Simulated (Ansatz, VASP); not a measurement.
## One calculation of Sb, two programs

File INCAR:

```
  PREC = Accurate
  ENCUT = 520
  EDIFF = 1E-8
  ISMEAR = -1
  SIGMA = 0.05
  LREAL = False
  LASPH = True
  NELM = 80
  ALGO = Normal
  ISIF = 2
  LWAVE = False
  LCHARG = False
  GGA = PS
  LEFG = True
  NBANDS = 8
```

The input KPOINTS:

```
regular mesh
0
Gamma
  19 19 19
```

Contents of POSCAR:

```
Sb
1.0
   -1.5351000000      1.5351000000      2.4800000000
    1.5351000000     -1.5351000000      2.4800000000
    1.5351000000      1.5351000000     -2.4800000000
Sb
1
Direct
    0.0000000000      0.0000000000      0.0000000000
```

Input for Ansatz:

```yaml
crystal:
  lattice:
    - [-1.5351, 1.5351, 2.48]
    - [1.5351, -1.5351, 2.48]
    - [1.5351, 1.5351, -2.48]
  atoms:
    - { symbol: Sb, position: [0.0, 0.0, 0.0] }
kpoints:
  mp_grid: { grid: [19, 19, 19] }
scf:
  occupations: { method: fermi_dirac, width: 0.05 }
hamiltonian:
  xc: pbesol
  pseudopotentials: { kind: all_electron, datasets: crystal }
output:
  forces: true
  stress: true
  eigenvalues: true
  efg: { contact_densities: true }
```

Change from the starting cell: equal xx and yy strain of +2 %, crystal datasets.

Alike in both runs: task electric field gradients; functional PBEsol; k mesh 19 × 19 × 19; occupations fermi-dirac, width 0.05 eV; no spin polarisation.

|  | VASP | Ansatz |
| --- | --- | --- |
| version | VASP 6.6.1 | Ansatz 0.2.0 |
| potentials or method | VASP PAW PBE potentials, release 64 (Sb), cutoff 520 eV | all-electron PAW with datasets made for the crystal, scalar-relativistic |

|  | VASP | Ansatz | Ansatz less VASP |
| --- | --- | --- | --- |
| pressure (GPa) | 10.3 | 10.2 | -0.11 |
| traceless stress, the component that is largest in VASP (GPa) | -0.11 | -0.04 | +0.070 |
| size of Vzz on the site where it differs most (V/Å²) | 32.5 | 33.7 | +1.22 |

VASP's potentials were made for PBE, not for PBEsol. Ansatz ran all-electron here, and VASP with PAW potentials.

Spin-orbit coupling is off throughout.
